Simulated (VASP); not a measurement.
Write the native input for VASP 6.6.1 that does the following.

| Item | Value |
| --- | --- |
| Task | single point |
| Functional | revPBE |
| Potentials or basis | VASP PAW PBE potentials, release 64 (Cu) |
| Cutoff | 520 eV |
| k mesh | 13 × 13 × 13 |
| Occupations | fermi-dirac, width 0.05 eV |
| Spin | no spin polarisation |
| Dipole correction | no |
| Further INCAR settings | ALGO = Normal; EDIFF = 1e-07; NBANDS = 12 |

The structure of Cu lies in POSCAR:

```
Cu
1.0
   -1.4427933200      1.4427933200      1.3760814500
    1.4427933200     -1.4427933200      1.3760814500
    1.4427933200      1.4427933200     -1.3760814500
Cu
1
Direct
    0.0000000000      0.0000000000      0.0000000000
```

The input as run:

INCAR

```
SYSTEM = Cu
ALGO = Normal
EDIFF = 1E-7
ENCUT = 520
GGA = RE
ISIF = 2
ISMEAR = -1
LASPH = .TRUE.
LCHARG = .FALSE.
LREAL = .FALSE.
LWAVE = .FALSE.
NBANDS = 12
NELM = 80
PREC = Accurate
SIGMA = 0.05
```

KPOINTS

```
k-points
0
G
  13 13 13
  0 0 0
```

Potentials or basis: VASP PAW PBE potentials, release 64 (Cu).

The run is started by

```sh
$ cat potpaw_PBE.64/Cu/POTCAR > POTCAR
$ mpirun -np 1 vasp_std > vasp.out
```

It gave:

The pressure is 11.6 GPa.

Caveat: the PAW data sets were made with another functional, which shifts forces and pressure a little.

It took 33 s on 1 thread of Intel Xeon 8259CL, with other jobs on the host, peak memory 0.14 GiB.
